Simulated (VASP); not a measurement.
Input of a VASP 6.6.1 run:

INCAR

```
SYSTEM = FeSi2
  PREC = Accurate
  ENCUT = 600
  EDIFF = 1E-6
  ISMEAR = 0
  SIGMA = 0.1
  LREAL = .FALSE.
  LASPH = .TRUE.
  NELM = 60
  ALGO = Normal
  ISIF = 4
  LWAVE = .FALSE.
  LCHARG = .FALSE.
  GGA = PS
  IBRION = 2
  NSW = 50
  EDIFFG = -0.01
```

KPOINTS

```
Automatic mesh
0
G
  16 16 8
  0 0 0
```

The input POSCAR:

```
FeSi2
1.0
    2.6179516209      0.0000000000      0.0000000000
    0.0000000000      2.6179516209      0.0000000000
    0.0000000000      0.0000000000      5.0162578885
Fe Si
1 2
Direct
    0.0000000000      0.0000000000      0.0000000000
    0.5000000000      0.5000000000      0.2728531388
    0.5000000000      0.5000000000      0.7271468612
```

Potentials or basis: VASP PAW PBE potentials, release 64 (Fe, Si).

Launch:

```sh
$ cat potpaw_PBE.64/Fe/POTCAR potpaw_PBE.64/Si/POTCAR > POTCAR
$ mpirun -np 1 vasp_std > vasp.out
```

(1) What does it give for the band gap on the k mesh?

Answers

(1) zero (band 8 reaches 11.16 eV, above the bottom of band 9 at 10.64 eV).
